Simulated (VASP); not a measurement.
Write the native input for VASP 6.6.1 that does the following.

```yaml
Task: single point
Functional: LDA
Potentials_or_basis: VASP PAW LDA potentials, release 64 (Ni)
Cutoff: 600 eV
k_mesh: 16 × 16 × 16
Occupations: methfessel-paxton, width 0.6 eV
Spin: no spin polarisation
Dipole_correction: no
Further_INCAR_settings: ALGO = Normal; EDIFF = 1e-06; NBANDS = 11
```

The structure of Ni lies in POSCAR:

```
Ni
1.0
    0.0000000000      1.7104399105      1.7104399105
    1.7104399105      0.0000000000      1.7104399105
    1.7104399105      1.7104399105      0.0000000000
Ni
1
Direct
    0.0000000000      0.0000000000      0.0000000000
```

One way to write it, as run:

INCAR

```
PREC     = Accurate       # precision mode
ENCUT    = 600            # plane-wave cutoff, eV
EDIFF    = 1E-6           # SCF threshold, eV
ISMEAR   = 1              # smearing method
SIGMA    = 0.6            # smearing width, eV
LREAL    = False          # projectors in reciprocal space
LASPH    = True           # aspherical terms in the spheres
NELM     = 120            # most SCF steps
ALGO     = Normal         # electronic algorithm
ISIF     = 2              # what is computed and relaxed
LWAVE    = False          # write WAVECAR
LCHARG   = True           # write CHGCAR
GGA      = CA             # functional
LELF     = True           # ELF
LVHAR    = True         
NBANDS   = 11             # bands
GGA_COMPAT= False
```

KPOINTS

```
Automatic mesh
0
Gamma
  16 16 16
```

Potentials or basis: VASP PAW LDA potentials, release 64 (Ni).

The run is started by

```bash
$ cat potpaw_LDA.64/Ni/POTCAR > POTCAR
$ mpirun -np 1 vasp_std > vasp.out
```

Results of the run:

* Pressure: -0.5 GPa
* Band gap on the k mesh: zero (band 5 reaches 10.32 eV, above the bottom of band 6 at 9.23 eV)

Caveat: the run has no spin polarisation, though such a crystal can be magnetic.

Wall time 15 s on 1 thread of Intel Xeon 6975P-C, on a shared host, peak memory 0.13 GiB.
